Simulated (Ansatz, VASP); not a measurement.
## Ca2Ge3N in VASP and in Ansatz

```xyz
6
Lattice="3.5537 0.0000 0.0000 -1.7768 3.0776 0.0000 0.0000 0.0000 11.2901" Properties=species:S:1:pos:R:3 pbc="T T T"
Ca    1.7768    1.0259   10.0343
Ca    0.0000    2.0517    1.2558
Ge    1.7768    1.0259    3.9461
Ge    0.0000    2.0517    7.3440
Ge    0.0000    0.0000    5.6451
N     0.0000    0.0000    0.0000
```

Change from the starting cell: species swapped into the Li3YBi2 type (P-3m1, No. 164).

Alike in both runs: functional PBE; k mesh 6 × 6 × 4; occupations gaussian, width 0.1 eV; no spin polarisation.

Ansatz relaxed the structure, and its values are those at the end. VASP's run is a single point on that final structure, the one shown.

|  | VASP | Ansatz |
| --- | --- | --- |
| version | VASP 6.6.1 | Ansatz 0.2.0 |
| potentials or method | VASP PAW PBE potentials, release 64 (Ca_sv, Ge_d, N), cutoff 520 eV | scalar-relativistic, plane waves, PAW |
| valence electrons in the cell | 67 | 67 |

```tsv
	VASP	Ansatz	Ansatz less VASP
gap on the k mesh at the Fermi level (eV)	none	none	-
pressure (GPa)	0.2	0.0	-0.16
rms of the force components (eV/Å)	0.015	0.003	-0.0120
```

A gap of «none» marks a metal or a gap that the smearing closes.
